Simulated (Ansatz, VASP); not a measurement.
HfC: VASP beside Ansatz

INCAR

```
  PREC = Accurate
  ENCUT = 520
  EDIFF = 1E-6
  ISMEAR = -1
  SIGMA = 0.05
  LREAL = F
  LASPH = T
  NELM = 60
  ALGO = Normal
  ISIF = 2
  LWAVE = F
  LCHARG = F
  GGA = PE
  NBANDS = 14
```

KPOINTS

```
Automatic mesh
0
Gamma
  15 15 15
```

Contents of POSCAR:

```
HfC
1.0
    0.0000000000      2.2935772291      2.2935772291
    2.2935772291      0.0000000000      2.2935772291
    2.2935772291      2.2935772291      0.0000000000
Hf C
1 1
Direct
    0.5000000000      0.5000000000      0.5000000000
    0.0000000000      0.0000000000      0.0000000000
```

Input for Ansatz:

```yaml
crystal:
  lattice:
    - [0.0, 2.2935772291, 2.2935772291]
    - [2.2935772291, 0.0, 2.2935772291]
    - [2.2935772291, 2.2935772291, 0.0]
  atoms:
    - { symbol: Hf, position: [0.5, 0.5, 0.5] }
    - { symbol: C, position: [0.0, 0.0, 0.0] }
kpoints:
  mp_grid: { grid: [15, 15, 15] }
scf:
  occupations: { method: fermi_dirac, width: 0.05 }
hamiltonian:
  xc: pbe
  pseudopotentials: { kind: all_electron, lapw: { basis_error: 0.001 } }
output:
  forces: true
  stress: true
  eigenvalues: true
```

Change from the starting cell: volume scaled by 0.96.

Alike in both runs: task single point; functional PBE; k mesh 15 × 15 × 15; occupations fermi-dirac, width 0.05 eV; no spin polarisation.

|  | VASP | Ansatz |
| --- | --- | --- |
| version | VASP 6.6.1 | Ansatz 0.2.0 |
| potentials or method | VASP PAW PBE potentials, release 64 (Hf_pv, C), cutoff 520 eV | all-electron LAPW, scalar-relativistic |

Ansatz gave:

* pressure (GPa): 10.6

**Question.** What did VASP give for the same quantities?

**Answer.** Pressure (GPa): 10.1.

Ansatz ran all-electron here, and VASP with PAW potentials.

Neither program's run includes spin-orbit coupling.
